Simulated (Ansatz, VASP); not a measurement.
Au: VASP beside Ansatz

INCAR

```
SYSTEM = Au
ALGO = Normal
EDIFF = 1E-6
ENCUT = 520
GGA = PE
ISIF = 2
ISMEAR = -1
LASPH = .True.
LCHARG = .False.
LREAL = .False.
LWAVE = .False.
NBANDS = 12
NELM = 100
PREC = Accurate
SIGMA = 0.1
```

The input KPOINTS:

```
k-points
0
Gamma
  21 21 21
  0 0 0
```

The input POSCAR:

```
Au
1.0
    0.0000000000      2.0782552709      2.0782552709
    2.0782552709      0.0000000000      2.0782552709
    2.0782552709      2.0782552709      0.0000000000
Au
1
Direct
    0.0000000000      0.0000000000      0.0000000000
```

Input for Ansatz:

```yaml
crystal:
  lattice:
    - [0.0, 2.0782552709, 2.0782552709]
    - [2.0782552709, 0.0, 2.0782552709]
    - [2.0782552709, 2.0782552709, 0.0]
  atoms:
    - { symbol: Au, position: [0.0, 0.0, 0.0] }
hamiltonian:
  xc: pbe
  pseudopotentials:
    kind: paw
    azcp:
      Au: "pseudopotentials/Au.paw.azcp"
basis:
  ecutwfc: 420
  fft_grid_basis: typed
kpoints:
  mp_grid: { grid: [21, 21, 21], shift: [0, 0, 0] }
magnetization:
  spin_polarized: false
scf:
  occupations: { method: fermi_dirac, width: 0.1 }
output:
  stress: true
```

Alike in both runs: task single point; functional PBE; k mesh 21 × 21 × 21; occupations fermi-dirac, width 0.1 eV; no spin polarisation.

|  | VASP | Ansatz |
| --- | --- | --- |
| version | VASP 6.6.1 | Ansatz 0.2.0 |
| potentials or method | VASP PAW PBE potentials, release 64 (Au), cutoff 520 eV | plane waves (420 eV) with PAW, scalar-relativistic |
| valence electrons in the cell | 11 | 19 |

|  | VASP | Ansatz | Ansatz less VASP |
| --- | --- | --- | --- |
| pressure (GPa) | -0.1 | 0.1 | +0.23 |

VASP's potentials hold 11 valence electrons a cell and Ansatz's 19, so a difference there can come from the potentials and not from the codes.

Spin-orbit coupling is off throughout.
